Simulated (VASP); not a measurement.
# NaF (I4/mmm) in VASP: a series of runs, part 3 of 4

VASP 6.6.1.

## Step 4: Single point, r2SCAN (in-plane strain +0.01, then relaxed in part)

The input, POSCAR:

```
NaF
1.0
    2.3200422688      2.3200422688      0.0000000000
   -2.3200422688      2.3200422688      0.0000000000
    0.0000000000      2.3200422688      2.2887723310
Na F
1 1
Direct
    0.0000000000      0.0000000000      0.0000000000
    0.5000000000      0.5000000000      0.0000000000
```

The input, INCAR.step1:

```
PREC = Accurate
ENCUT = 520
ISMEAR = 0
SIGMA = 0.01
LREAL = F
LASPH = T
NELM = 60
NBANDS = 14
GGA = PE
ALGO = Normal
EDIFF = 1E-4
LWAVE = T
LCHARG = F
```

The input, INCAR.step2:

```
PREC = Accurate
ENCUT = 520
EDIFF = 1E-6
ISMEAR = 0
SIGMA = 0.01
LREAL = F
LASPH = T
NELM = 60
ALGO = Normal
ISIF = 2
LWAVE = F
LCHARG = T
METAGGA = R2SCAN
LMIXTAU = T
LELF = T
LVHAR = T
NBANDS = 14
ISTART = 1
```

The input, KPOINTS:

```
Automatic mesh
0
Gamma
  8 8 8
```

Potentials or basis: VASP PAW PBE potentials, release 64 (Na_pv, F).

The run is started by

```sh
cat potpaw_PBE.64/Na_pv/POTCAR potpaw_PBE.64/F/POTCAR > POTCAR
cp INCAR.step1 INCAR
mpirun -np 1 vasp_std > vasp.out
cp INCAR.step2 INCAR
mpirun -np 1 vasp_std > vasp.out
```

OUTCAR:

```text
PREC = Accurate
   ENCUT = 520
   EDIFF = 1E-6
   ISMEAR = 0
   LREAL = F
   LASPH = T
   NELM = 60
   ISIF = 2
   METAGGA = R2SCAN
   ISTART = 1

 ion  position               nearest neighbor table
   1  0.000  0.000  0.000-   2 2.29   2 2.29   2 2.32   2 2.32   2 2.32   2 2.32
   2  0.500  0.500  0.000-   1 2.29   1 2.29   1 2.32   1 2.32   1 2.32   1 2.32

  LATTYP: Found a body centered tetragonal cell.
 ALAT       =     3.2810352418
 C/A-ratio  =     1.3951525432

  Lattice vectors:

 A1 = (   2.3200422688,   0.0000000000,  -2.2887723310)
 A2 = (  -2.3200422688,   0.0000000000,  -2.2887723310)
 A3 = (   0.0000000000,   2.3200422688,   2.2887723310)

Analysis of symmetry for initial positions (statically):
=====================================================================
 Subroutine PRICEL returns:
 Original cell was already a primitive cell.

 Routine SETGRP: Setting up the symmetry group for a
 body centered tetragonal supercell.

 Subroutine GETGRP returns: Found 16 space group operations
 (whereof 16 operations were pure point group operations)
 out of a pool of 16 trial point group operations.

The static configuration has the point symmetry D_4h.

Analysis of symmetry for dynamics (positions and initial velocities):
=====================================================================
 Subroutine PRICEL returns:
 Original cell was already a primitive cell.

 Routine SETGRP: Setting up the symmetry group for a
 body centered tetragonal supercell.

 Subroutine GETGRP returns: Found 16 space group operations
 (whereof 16 operations were pure point group operations)
 out of a pool of 16 trial point group operations.

The dynamic configuration has the point symmetry D_4h.

 Subroutine INISYM returns: Found 16 space group operations
 (whereof 16 operations are pure point group operations),
 and found     1 'primitive' translations

----------------------------------------------------------------------------------------

                                     Primitive cell

  volume of cell :      24.6391

  direct lattice vectors                    reciprocal lattice vectors
     2.320042269  2.320042269  0.000000000     0.215513315  0.215513315 -0.218457727
    -2.320042269  2.320042269  0.000000000    -0.215513315  0.215513315 -0.218457727
     0.000000000  2.320042269  2.288772331     0.000000000  0.000000000  0.436915453

  length of vectors
     3.281035242  3.281035242  3.258999066     0.374987675  0.374987675  0.436915453

  position of ions in fractional coordinates (direct lattice)
     0.000000000  0.000000000  0.000000000
     0.500000000  0.500000000  0.000000000

  ion indices of the primitive-cell ions
   primitive index   ion index
                 1           1
                 2           2

----------------------------------------------------------------------------------------

 KPOINTS: Automatic mesh

Automatic generation of k-mesh.
 Grid dimensions read from file:
 generate k-points for:    8    8    8

 Generating k-lattice:

  Cartesian coordinates                     Fractional coordinates (reciprocal lattice)
     0.026939164  0.026939164 -0.027307216     0.125000000  0.000000000  0.000000000
    -0.026939164  0.026939164 -0.027307216     0.000000000  0.125000000  0.000000000
     0.000000000  0.000000000  0.054614432     0.000000000  0.000000000  0.125000000

  Length of vectors
     0.046873459  0.046873459  0.054614432

  Shift w.r.t. Gamma in fractional coordinates (k-lattice)
     0.000000000  0.000000000  0.000000000

 Subroutine IBZKPT returns following result:
 ===========================================

 Found     59 irreducible k-points:

 Following reciprocal coordinates:
            Coordinates               Weight
  0.000000  0.000000  0.000000      1.000000
  0.125000  0.000000  0.000000      8.000000
  0.250000  0.000000  0.000000      8.000000
  0.375000  0.000000  0.000000      8.000000
  0.500000  0.000000  0.000000      4.000000
  0.125000  0.125000  0.000000      8.000000
[... 16 lines left out ...]
  0.250000  0.000000  0.125000      4.000000
  0.375000  0.000000  0.125000      8.000000
 [... further k-points ...]
   k-points           NKPTS =     59   k-points in BZ     NKDIM =     59   number of bands    NBANDS=     14
   number of dos      NEDOS =    301   number of ions     NIONS =      2
   total plane-waves  NPLWV =  13824
   dimension x,y,z NGX =    24 NGY =   24 NGZ =   24
   dimension x,y,z NGXF=    48 NGYF=   48 NGZF=   48
   ions per type =               1   1
   NGX,Y,Z   is equivalent  to a cutoff of  12.16, 12.16, 12.24 a.u.
   NGXF,Y,Z  is equivalent  to a cutoff of  24.32, 24.32, 24.49 a.u.
 SYSTEM =  unknown system
   PREC   = accura    normal or accurate (medium, high low for compatibility)
   ISTART =      1    job   : 0-new  1-cont  2-samecut
   ICHARG =      0    charge: 1-file 2-atom 10-const
   ISPIN  =      1    spin polarized calculation?
   LNONCOLLINEAR =      F non collinear calculations
   LSORBIT =      F    spin-orbit coupling
   LASPH  =      T    aspherical Exc in radial PAW
   ENCUT  =  520.0 eV  38.22 Ry    6.18 a.u.   6.10  6.10  6.06*2*pi/ulx,y,z
   NELM   =     60;   NELMIN=  2; NELMDL=  0     # of ELM steps
   EDIFF  = 0.1E-05   stopping-criterion for ELM
   LREAL  =      F    real-space projection
   EDIFFG = 0.1E-04   stopping-criterion for IOM
   NSW    =      0    number of steps for IOM
   IBRION =     -1    ionic relax: 0-MD 1-quasi-New 2-CG
   NFREE  =      0    steps in history (QN), initial steepest desc. (CG)
   ISIF   =      2    stress and relaxation
   ISYM   =      2    0-nonsym 1-usesym 2-fastsym
   POTIM  = 0.5000    time-step for ionic-motion
   TEBEG  =    0.0;   TEEND  =   0.0 temperature during run
   PSTRESS=    0.0 pullay stress
   NELECT =      14.0000    total number of electrons
   NUPDOWN=      -1.0000    fix difference up-down
   EMIN   =  10.00;   EMAX   =-10.00  energy-range for DOS
   EFERMI =   0.00;   METHOD = LEGACY
   ISMEAR =     0;   SIGMA  =   0.01  broadening in eV -4-tet -1-fermi 0-gaus
   EFERMI_NEDOS =   21; number of points for ismear=-14 and -15
   IALGO  =     38    algorithm
   IMIX   =      4    mixing-type and parameters
     AMIX     =   0.40;   BMIX     =  1.00
     AMIX_MAG =   1.60;   BMIX_MAG =  1.00
  volume/ion in A,a.u.               =      12.32        83.14
  Fermi-wavevector in a.u.,A,eV,Ry     =   1.355947  2.562368 25.015566  1.838592
  Thomas-Fermi vector in A             =   2.482992
   LORBIT       =      0    0 simple, 1 ext, 2 COOP (PROOUT), +10 PAW based schemes
   METAGGA = R2SCAN    functional components
   LHFCALC =     F    Hartree Fock is set to
   AEXX    =    0.0000 exact exchange contribution
   IVDW    =     0    specifies the selected vdW correction
   LEPSILON=     F    determine dielectric tensor
   LRPA    =     F    only Hartree local field effects (RPA)
 non-spin polarized calculation
 Gauss-broadening in eV      SIGMA  =   0.01
  energy-cutoff  :      520.00
  volume of cell :       24.64
 maximum number of plane-waves:       676
   NGX = 13   NGY = 13   NGZ = 13

 number of electron      13.9999985 magnetization

 Free energy of the ion-electron system (eV)
  ---------------------------------------------------
  ext. energy  EPLUGINS =         0.00000000
  ---------------------------------------------------
  free energy    TOTEN  =       -12.59967334 eV

  energy without entropy =      -12.59967334  energy(sigma->0) =      -12.59967334

 E-fermi :  -2.6403     XC(G=0):  -9.8239

 val. band max:       -2.6833246133   @ k =   0.0000   0.0000   0.0000
 cond. band min:       4.5433125988   @ k =   0.0000   0.0000   0.0000
 fundamental gap:      7.2266372121
 Fermi energy:        -2.6402545910

 k-point     1 :       0.0000    0.0000    0.0000
  band No.  band energies     occupation
      1     -22.9958      2.00000
      2     -22.1559      2.00000
      3     -22.1557      2.00000
      4     -22.1524      2.00000
      5      -2.6842      2.00000
      6      -2.6842      2.00000
      7      -2.6833      2.00000
      8       4.5433      0.00000
      9      17.1415      0.00000
     10      17.1423      0.00000
     11      17.2350      0.00000
     12      19.8441      0.00000
     13      22.2679      0.00000
     14      22.6748      0.00000
[... 375 lines left out ...]
 k-point    24 :       0.3750    0.0000    0.1250
  band No.  band energies     occupation
      1     -23.2414      2.00000
      2     -22.1802      2.00000
      3     -22.1615      2.00000
      4     -21.8095      2.00000
      5      -3.7443      2.00000
      6      -2.9721      2.00000
      7      -2.8706      2.00000
      8       7.2843      0.00000
      9      12.7161      0.00000
     10      17.2466      0.00000
     11      18.9481      0.00000
     12      20.0992      0.00000
     13      21.3993      0.00000
     14      24.5027      0.00000

 [... further k-points ...]
[... 5 lines left out ...]
  --------------------------------------------------------------------------------------
  -------------------------------------------------------------------------------------
  Total       -0.2808345     -0.2808345     -0.1214978      0.0000000      0.0000000      0.0000000
  in kB      -18.2615065    -18.2615065     -7.9004996      0.0000000      0.0000000      0.0000000
  external PRESSURE =     -14.8078375 kB  Pullay stress =       0.0000000 kB

 VOLUME and BASIS-vectors are now :
 -----------------------------------------------------------------------------
  energy-cutoff  :      520.00
  volume of cell :       24.64
      direct lattice vectors                 reciprocal lattice vectors
     2.320042269  2.320042269  0.000000000     0.215513315  0.215513315 -0.218457727
    -2.320042269  2.320042269  0.000000000    -0.215513315  0.215513315 -0.218457727
     0.000000000  2.320042269  2.288772331     0.000000000  0.000000000  0.436915453

 POSITION                                       TOTAL-FORCE (eV/Angst)
 -----------------------------------------------------------------------------------
      0.00000      0.00000      0.00000         0.000000      0.000000      0.000000
      0.00000      2.32004      0.00000        -0.000000      0.000000      0.000000
 -----------------------------------------------------------------------------------
    total drift:                                0.000000     -0.000000     -0.000000

  FREE ENERGIE OF THE ION-ELECTRON SYSTEM (eV)
  ---------------------------------------------------
  free  energy   TOTEN  =       -12.5996733438 eV

  energy  without entropy=      -12.5996733438  energy(sigma->0) =      -12.59967334
```

OUTCAR.step1:

```text
PREC = Accurate
   ENCUT = 520
   ISMEAR = 0
   LREAL = F
   LASPH = T
[... 629 lines left out ...]
 -----------------------------------------------------------------------------------
      0.00000      0.00000      0.00000        -0.000000     -0.000000      0.000000
      0.00000      2.32004      0.00000         0.000000      0.000000      0.000000
 -----------------------------------------------------------------------------------
    total drift:                                0.000000     -0.000000     -0.000000

  FREE ENERGIE OF THE ION-ELECTRON SYSTEM (eV)
  ---------------------------------------------------
  free  energy   TOTEN  =        -8.5568145894 eV

  energy  without entropy=       -8.5568145894  energy(sigma->0) =       -8.55681459
```

OSZICAR.step1:

```text
N       E                     dE             d eps       ncg     rms          rms(c)
DAV:   1     0.106274668876E+03    0.10627E+03   -0.77024E+03  1684   0.121E+03
DAV:   2    -0.406890816290E+01   -0.11034E+03   -0.10168E+03  1790   0.341E+02
DAV:   3    -0.941036033597E+01   -0.53415E+01   -0.53310E+01  2054   0.681E+01
DAV:   4    -0.945097315495E+01   -0.40613E-01   -0.40610E-01  1814   0.638E+00
DAV:   5    -0.945138786391E+01   -0.41471E-03   -0.41470E-03  2078   0.637E-01    0.542E+00
DAV:   6    -0.856456401329E+01    0.88682E+00   -0.30617E+00  1974   0.149E+01    0.181E+00
DAV:   7    -0.855479692651E+01    0.97671E-02   -0.28943E-02  1748   0.204E+00    0.105E+00
DAV:   8    -0.855625330343E+01   -0.14564E-02   -0.28251E-02  1754   0.331E+00    0.146E-01
DAV:   9    -0.855688524008E+01   -0.63194E-03   -0.38687E-03  2012   0.577E-01    0.115E-01
DAV:  10    -0.855681458939E+01    0.70651E-04   -0.68455E-04  1796   0.307E-01
   1 F= -.85568146E+01 E0= -.85568146E+01  d E =-.176120E-45
```

It took 62 s on 1 thread of AMD EPYC 7R43 (Zen 3), shared host; peak memory 0.11 GiB.

Results:

- Free energy: -12.5997 eV
- Pressure: -1.5 GPa
- Band gap on the k mesh: 7.23 eV

Levels at points of the mesh, in eV from the valence-band top:
| k point | band 3 | band 4 | band 5 | band 6 | band 7 | band 8 | band 9 | band 10 | band 11 | band 12 |
| --- | --- | --- | --- | --- | --- | --- | --- | --- | --- | --- |
| (0.00, 0.00, 0.00) | -19.47 | -19.47 | 0.00 | 0.00 | 0.00 | 7.23 | 19.82 | 19.83 | 19.92 | 22.53 |
| (0.50, 0.00, 0.00) | -19.48 | -18.95 | -1.57 | -0.28 | -0.26 | 11.69 | 13.50 | 21.39 | 21.65 | 23.92 |
| (0.50, 0.50, 0.00) | -19.52 | -19.52 | -1.29 | -0.41 | -0.39 | 14.00 | 14.08 | 14.93 | 21.22 | 21.37 |
| (0.00, 0.00, 0.50) | -19.53 | -19.53 | -1.26 | -0.42 | -0.42 | 13.86 | 14.27 | 14.97 | 21.13 | 21.13 |

Caveat: the cell differs from its parent crystal (in-plane strain +0.01, then relaxed in part); the PAW data sets were made with another functional, which shifts forces and pressure a little.

(Continued in part 4 of 4.)
